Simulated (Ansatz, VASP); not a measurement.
Two plane-wave programs on Sb

```
Sb
1.0
     3.35453    0.00000    0.00000
    -1.67727    2.90511    0.00000
     0.00000    0.00000    5.47016
Sb
2
Direct
  0.66667 0.33333 0.75000
  0.33333 0.66667 0.25000
```

Alike in both runs: functional PBE0; k mesh 5 × 5 × 3; occupations fermi-dirac, width 0.05 eV; no spin polarisation.

```csv
,VASP,Ansatz
version,VASP 6.6.1,Ansatz 0.2.0
potentials or method,"VASP PAW PBE potentials, release 64 (Sb)",Ansatz PAW
plane-wave cutoff (eV),520,420
valence electrons in the cell,10,30
task,single point,projected density of states
```

```tsv
	VASP	Ansatz	Ansatz less VASP
gap on the k mesh at the Fermi level (eV)	none	none	-
pressure (GPa)	-3.4	-2.1	+1.23
traceless stress, the component that is largest in VASP (GPa)	3.90	3.96	+0.061
```

A gap of «none» marks a metal or a gap that the smearing closes. VASP's potentials hold 10 valence electrons a cell and Ansatz's 30, so a difference there can come from the potentials and not from the codes.

The k mesh is coarse, so the values compare programs but aren't converged. Spin-orbit coupling is off throughout.
